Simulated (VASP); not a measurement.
# LiCl (P1) in VASP: single point with r2SCAN

Aim: the single point of LiCl with r2SCAN.

Program: VASP 6.6.1. These are calculated values, not measurements. Logs are shortened: lines on timing, memory, paths and dates and some standing lists are left out, and cuts for length are marked.

## 1. The cell of the first run

The typed cell holds 8 atoms: a = 3.638 Å, b = 6.296 Å, c = 6.331 Å, α = 109.40°, β = 90.32°, γ = 89.86°.

## 2. Single point, r2SCAN

POSCAR reads:

```
LiCl
1.0
   -2.5757520800     -0.0089649700      2.5685791100
    2.5635724300     -5.1416704900      2.5743304000
    2.6033042400      5.1634713600      2.5782013200
Li Cl
4 4
Direct
    0.9256890000      0.9737590000      0.0052010000
    0.0309740000      0.4959060000      0.5073530000
    0.4528890000      0.0079650000      0.4605650000
    0.4883610000      0.5425930000      0.0339240000
    0.9830640000      0.2615110000      0.7829070000
    0.9944910000      0.7548750000      0.2507790000
    0.4923820000      0.2946930000      0.2639830000
    0.5669760000      0.7331100000      0.7517160000
```

INCAR.step1 reads:

```
  ALGO = Normal
  EDIFF = 1E-4
  ENCUT = 520
  GGA = PE
  ISMEAR = -1
  LASPH = T
  LCHARG = F
  LREAL = F
  LWAVE = T
  NBANDS = 30
  NELM = 100
  PREC = Accurate
  SIGMA = 0.0182
```

INCAR.step2 reads:

```
  ALGO = Normal
  EDIFF = 1E-6
  ENCUT = 520
  ISIF = 2
  ISMEAR = -1
  ISTART = 1
  LASPH = T
  LCHARG = F
  LMIXTAU = T
  LREAL = F
  LWAVE = F
  METAGGA = R2SCAN
  NBANDS = 30
  NELM = 100
  PREC = Accurate
  SIGMA = 0.0182
```

KPOINTS reads:

```
Automatic mesh
0
Gamma
  5 3 3
  0.5 0.5 0
```

Potentials or basis: VASP PAW PBE potentials, release 64 (Li_sv, Cl).

Started as:

```console
cat potpaw_PBE.64/Li_sv/POTCAR potpaw_PBE.64/Cl/POTCAR > POTCAR
cp INCAR.step1 INCAR
mpirun -np 1 vasp_std > vasp.out
cp INCAR.step2 INCAR
mpirun -np 1 vasp_std > vasp.out
```

OUTCAR:

```text
EDIFF = 1E-6
   ENCUT = 520
   ISIF = 2
   ISMEAR = -1
   ISTART = 1
   LASPH = T
   LREAL = F
   METAGGA = R2SCAN
   NELM = 100
   PREC = Accurate

 ion  position               nearest neighbor table
   1  0.926  0.974  0.005-   8 2.22   6 2.41
   2  0.031  0.496  0.507-   7 2.35   8 2.44   7 2.55   8 2.62
   3  0.453  0.008  0.461-   6 2.38   7 2.51   6 2.61
   4  0.488  0.543  0.034-   6 2.39   6 2.41   7 2.46   8 2.48
   5  0.983  0.262  0.783-
   6  0.994  0.755  0.251-   3 2.38   4 2.39   1 2.41   4 2.41   3 2.61
   7  0.492  0.295  0.264-   2 2.35   4 2.46   3 2.51   2 2.55
   8  0.567  0.733  0.752-   1 2.22   2 2.44   4 2.48   2 2.62

  LATTYP: Found a triclinic cell.
 ALAT       =     8.1624786424
 B/A-ratio  =     1.4786789603
 C/A-ratio  =     0.4456496870
 COS(alpha) =     0.0004273852
 COS(beta)  =     0.4481454344
 COS(gamma) =     0.8086023014

  Lattice vectors:

 A1 = (   7.7426287500,   0.0307658400,   2.5839526100)
 A2 = (   7.7304491000,  -5.1198696200,   7.7268621200)
 A3 = (   2.5757520800,   0.0089649700,  -2.5685791100)

Analysis of symmetry for initial positions (statically):
=====================================================================
 Subroutine PRICEL returns:
 Original cell was already a primitive cell.

 Routine SETGRP: Setting up the symmetry group for a
 triclinic supercell.

 Subroutine GETGRP returns: Found  1 space group operations
 (whereof  1 operations were pure point group operations)
 out of a pool of  2 trial point group operations.

The static configuration has the point symmetry C_1 .

Analysis of symmetry for dynamics (positions and initial velocities):
=====================================================================
 Subroutine PRICEL returns:
 Original cell was already a primitive cell.

 Routine SETGRP: Setting up the symmetry group for a
 triclinic supercell.

 Subroutine GETGRP returns: Found  1 space group operations
 (whereof  1 operations were pure point group operations)
 out of a pool of  2 trial point group operations.

The dynamic configuration has the point symmetry C_1 .

 Subroutine INISYM returns: Found  1 space group operations
 (whereof  1 operations are pure point group operations),
 and found     1 'primitive' translations

----------------------------------------------------------------------------------------

                                     Primitive cell

  volume of cell :     136.7635

  direct lattice vectors                    reciprocal lattice vectors
    -2.575752080 -0.008964970  2.568579110    -0.194121486  0.000675322  0.194659074
     2.563572430 -5.141670490  2.574330400     0.097145025 -0.097449946  0.097076186
     2.603304240  5.163471360  2.578201320     0.096397826  0.096630833  0.097004291

  length of vectors
     3.637606052  6.295701394  6.331330942     0.274910463  0.168396657  0.167451161

  position of ions in fractional coordinates (direct lattice)
     0.925689000  0.973759000  0.005201000
     0.030974000  0.495906000  0.507353000
     0.452889000  0.007965000  0.460565000
     0.488361000  0.542593000  0.033924000
     0.983064000  0.261511000  0.782907000
     0.994491000  0.754875000  0.250779000
     0.492382000  0.294693000  0.263983000
     0.566976000  0.733110000  0.751716000

  ion indices of the primitive-cell ions
   primitive index   ion index
                 1           1
                 2           2
                 3           3
                 4           4
                 5           5
                 6           6
                 7           7
                 8           8

----------------------------------------------------------------------------------------

 KPOINTS: Automatic mesh

Automatic generation of k-mesh.
 Grid dimensions read from file:
 generate k-points for:    5    3    3

 Generating k-lattice:

  Cartesian coordinates                     Fractional coordinates (reciprocal lattice)
    -0.038824297  0.000135064  0.038931815     0.200000000 -0.000000000 -0.000000000
     0.032381675 -0.032483315  0.032358729    -0.000000000  0.333333333 -0.000000000
     0.032132609  0.032210278  0.032334764    -0.000000000 -0.000000000  0.333333333

  Length of vectors
     0.054982093  0.056132219  0.055817054

  Shift w.r.t. Gamma in fractional coordinates (k-lattice)
     0.500000000  0.500000000  0.000000000

 Subroutine IBZKPT returns following result:
 ===========================================

 Found     23 irreducible k-points:

 Following reciprocal coordinates:
            Coordinates               Weight
  0.100000  0.166667 -0.000000      2.000000
  0.300000  0.166667  0.000000      2.000000
  0.500000  0.166667 -0.000000      2.000000
 -0.300000  0.166667 -0.000000      2.000000
 -0.100000  0.166667 -0.000000      2.000000
  0.100000  0.500000 -0.000000      2.000000
[... 15 lines left out ...]
 -0.300000 -0.166667  0.333333      2.000000
 -0.100000 -0.166667  0.333333      2.000000
   k-points           NKPTS =     23   k-points in BZ     NKDIM =     23   number of bands    NBANDS=     30
   number of dos      NEDOS =    301   number of ions     NIONS =      8
   total plane-waves  NPLWV =  64512
   dimension x,y,z NGX =    28 NGY =   48 NGZ =   48
   dimension x,y,z NGXF=    56 NGYF=   96 NGZF=   96
   ions per type =               4   4
   NGX,Y,Z   is equivalent  to a cutoff of  12.80, 12.68, 12.60 a.u.
   NGXF,Y,Z  is equivalent  to a cutoff of  25.59, 25.35, 25.21 a.u.
 SYSTEM =  unknown system
   PREC   = accura    normal or accurate (medium, high low for compatibility)
   ISTART =      1    job   : 0-new  1-cont  2-samecut
   ICHARG =      0    charge: 1-file 2-atom 10-const
   ISPIN  =      1    spin polarized calculation?
   LNONCOLLINEAR =      F non collinear calculations
   LSORBIT =      F    spin-orbit coupling
   LASPH  =      T    aspherical Exc in radial PAW
   ENCUT  =  520.0 eV  38.22 Ry    6.18 a.u.   6.76 11.71 11.77*2*pi/ulx,y,z
   NELM   =    100;   NELMIN=  2; NELMDL=  0     # of ELM steps
   EDIFF  = 0.1E-05   stopping-criterion for ELM
   LREAL  =      F    real-space projection
   EDIFFG = 0.1E-04   stopping-criterion for IOM
   NSW    =      0    number of steps for IOM
   IBRION =     -1    ionic relax: 0-MD 1-quasi-New 2-CG
   NFREE  =      0    steps in history (QN), initial steepest desc. (CG)
   ISIF   =      2    stress and relaxation
   ISYM   =      2    0-nonsym 1-usesym 2-fastsym
   POTIM  = 0.5000    time-step for ionic-motion
   TEBEG  =    0.0;   TEEND  =   0.0 temperature during run
   PSTRESS=    0.0 pullay stress
   NELECT =      40.0000    total number of electrons
   NUPDOWN=      -1.0000    fix difference up-down
   EMIN   =  10.00;   EMAX   =-10.00  energy-range for DOS
   EFERMI =   0.00;   METHOD = LEGACY
   ISMEAR =    -1;   SIGMA  =   0.02  broadening in eV -4-tet -1-fermi 0-gaus
   EFERMI_NEDOS =   21; number of points for ismear=-14 and -15
   IALGO  =     38    algorithm
   IMIX   =      4    mixing-type and parameters
     AMIX     =   0.40;   BMIX     =  1.00
     AMIX_MAG =   1.60;   BMIX_MAG =  1.00
  volume/ion in A,a.u.               =      17.10       115.37
  Fermi-wavevector in a.u.,A,eV,Ry     =   1.086688  2.053542 16.066983  1.180890
  Thomas-Fermi vector in A             =   2.222830
   LORBIT       =      0    0 simple, 1 ext, 2 COOP (PROOUT), +10 PAW based schemes
   METAGGA = R2SCAN    functional components
   LHFCALC =     F    Hartree Fock is set to
   AEXX    =    0.0000 exact exchange contribution
   IVDW    =     0    specifies the selected vdW correction
   LEPSILON=     F    determine dielectric tensor
   LRPA    =     F    only Hartree local field effects (RPA)
 non-spin polarized calculation
  energy-cutoff  :      520.00
  volume of cell :      136.76
 maximum number of plane-waves:      3702
   NGX = 13   NGY = 23   NGZ = 23

 number of electron      40.0000004 magnetization

 Free energy of the ion-electron system (eV)
  ---------------------------------------------------
  ext. energy  EPLUGINS =         0.00000000
  ---------------------------------------------------
  free energy    TOTEN  =       -49.83423049 eV

  energy without entropy =      -49.83423049  energy(sigma->0) =      -49.83423049

 E-fermi :   1.1153     XC(G=0):  -9.0750

 val. band max:        0.5444037855   @ k =  -0.1000  -0.1667   0.3333
 cond. band min:       7.4330481329   @ k =   0.5000   0.5000   0.3333
 fundamental gap:      6.8886443474
 Fermi energy:         1.1153005753

 k-point     1 :       0.1000    0.1667   -0.0000
  band No.  band energies     occupation
      1     -45.1272      2.00000
      2     -44.8296      2.00000
      3     -44.5765      2.00000
      4     -44.5734      2.00000
      5     -14.1860      2.00000
      6     -13.4458      2.00000
[... 22 lines left out ...]
     29      11.0685      0.00000
     30      11.6890      0.00000

 k-point     2 :       0.3000    0.1667    0.0000
  band No.  band energies     occupation
      1     -45.1267      2.00000
      2     -44.8292      2.00000
      3     -44.5759      2.00000
      4     -44.5730      2.00000
      5     -14.0227      2.00000
      6     -13.3653      2.00000
[... 22 lines left out ...]
     29      11.2739      0.00000
     30      11.4303      0.00000

 k-point     3 :       0.5000    0.1667   -0.0000
  band No.  band energies     occupation
      1     -45.1264      2.00000
      2     -44.8289      2.00000
      3     -44.5754      2.00000
      4     -44.5727      2.00000
      5     -13.9075      2.00000
      6     -13.3246      2.00000
[... 649 lines left out ...]
     29      11.4704      0.00000
     30      11.6564      0.00000

 k-point    23 :      -0.1000   -0.1667    0.3333
  band No.  band energies     occupation
      1     -45.1271      2.00000
      2     -44.8296      2.00000
      3     -44.5764      2.00000
      4     -44.5735      2.00000
      5     -14.1526      2.00000
      6     -13.4542      2.00000
[... 22 lines left out ...]
     29      11.3869      0.00000
     30      11.4632      0.00000

------------------------ aborting loop because EDIFF is reached ----------------------------------------

  FORCE on cell =-STRESS in cart. coord.  units (eV):
  Direction    XX          YY          ZZ          XY          YZ          ZX
  --------------------------------------------------------------------------------------
  -------------------------------------------------------------------------------------
  Total        0.0606186     -0.3791042      0.9342284     -0.2659787      0.1049183      0.0833011
  in kB        0.7101436     -4.4411844     10.9444336     -3.1159253      1.2291120      0.9758676
  external PRESSURE =       2.4044643 kB  Pullay stress =       0.0000000 kB

 VOLUME and BASIS-vectors are now :
 -----------------------------------------------------------------------------
  energy-cutoff  :      520.00
  volume of cell :      136.76
      direct lattice vectors                 reciprocal lattice vectors
    -2.575752080 -0.008964970  2.568579110    -0.194121486  0.000675322  0.194659074
     2.563572430 -5.141670490  2.574330400     0.097145025 -0.097449946  0.097076186
     2.603304240  5.163471360  2.578201320     0.096397826  0.096630833  0.097004291

 POSITION                                       TOTAL-FORCE (eV/Angst)
 -----------------------------------------------------------------------------------
      0.12550     -4.98819      4.89789         0.010595     -0.599844      0.462709
      2.51230      0.06964      2.66424         0.215883      0.231161      0.023339
      0.05288      2.33310      2.37122         0.355554      0.224365      0.532986
      0.22139     -2.61905      2.73867        -0.549862      0.063541     -0.497386
      0.17642      2.68910      5.21679        -0.472854     -0.136911     -0.222592
      0.02647     -2.59534      5.14429         0.397790     -0.214087      0.361281
      0.17444     -0.15656      2.70396        -0.426734      0.656952     -0.243184
      2.37594      0.10697      5.28167         0.469629     -0.225177     -0.417152
 -----------------------------------------------------------------------------------
    total drift:                               -0.057474      0.041666     -0.028640

  FREE ENERGIE OF THE ION-ELECTRON SYSTEM (eV)
  ---------------------------------------------------
  free  energy   TOTEN  =       -49.8342304926 eV

  energy  without entropy=      -49.8342304926  energy(sigma->0) =      -49.83423049
```

Run time: 5.5 min. Hardware: 1 thread of Intel Xeon Platinum 8488C (Sapphire Rapids), shared host; peak memory 0.28 GiB.

Results:

* Free energy: -49.8342 eV
* Largest force: 0.820 eV/Å
* Band gap on the k mesh: 6.89 eV (least direct gap 6.93 eV)

Forces in eV/Å, atoms in the order of the input:
```
Li   0.011 -0.600  0.463
Li   0.216  0.231  0.023
Li   0.356  0.224  0.533
Li  -0.550  0.064 -0.497
Cl  -0.473 -0.137 -0.223
Cl   0.398 -0.214  0.361
Cl  -0.427  0.657 -0.243
Cl   0.470 -0.225 -0.417
```

Caveat: the cutoff is under 1.25 times the usual one of these potentials, so pressure, stress and relaxed cells hold a basis-set (Pulay) error; the PAW data sets were made with another functional, which shifts forces and pressure a little; a shifted mesh leaves out Γ, where band edges can lie. A k mesh can miss the band edges.
